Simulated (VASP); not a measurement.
Set up this calculation in VASP 6.6.1, as the native input.

- Task: single point
- Functional: LDA
- Potentials or basis: VASP PAW LDA potentials, release 64 (Au)
- Cutoff: 520 eV
- k mesh: 11 × 11 × 11
- Occupations: fermi-dirac, width 0.05 eV
- Spin: non-collinear spin, zero start, spin-orbit coupling
- Starting moments: [[0.0, 0.0, 0.0]] μB
- Dipole correction: no
- Further INCAR settings: ALGO = Fast; EDIFF = 1e-06; NBANDS = 22

The structure of Au lies in POSCAR:

```
Au
1.0
    0.0000000000      2.0484772140      2.0484772140
    2.0484772140      0.0000000000      2.0484772140
    2.0484772140      2.0484772140      0.0000000000
Au
1
Direct
    0.0000000000      0.0000000000      0.0000000000
```

The input as run:

INCAR

```
SYSTEM = Au
ALGO = Fast
EDIFF = 1E-6
ENCUT = 520
GGA = CA
GGA_COMPAT = .FALSE.
ISIF = 2
ISMEAR = -1
LASPH = .TRUE.
LCHARG = .TRUE.
LMAXMIX = 4
LORBIT = 11
LORBMOM = .TRUE.
LREAL = .FALSE.
LSORBIT = .TRUE.
LVHAR = .TRUE.
LWAVE = .FALSE.
MAGMOM = 0 0 0
NBANDS = 22
NELM = 150
PREC = Accurate
SIGMA = 0.05
```

KPOINTS

```
k-points
0
G
  11 11 11
  0 0 0
```

Potentials or basis: VASP PAW LDA potentials, release 64 (Au).

Launch:

```console
$ cat potpaw_LDA.64/Au/POTCAR > POTCAR
$ mpirun -np 1 vasp_ncl > vasp.out
```

Results of the run:

The pressure is -7.1 GPa and the net moment is 0.00 μB per cell. The valence electrons inside the program's atomic spheres are Au 9.64.

It took 33 s on 1 thread of Intel(R) Xeon(R) Platinum 8488C (Sapphire Rapids) (shared host), peak memory 0.18 GiB.
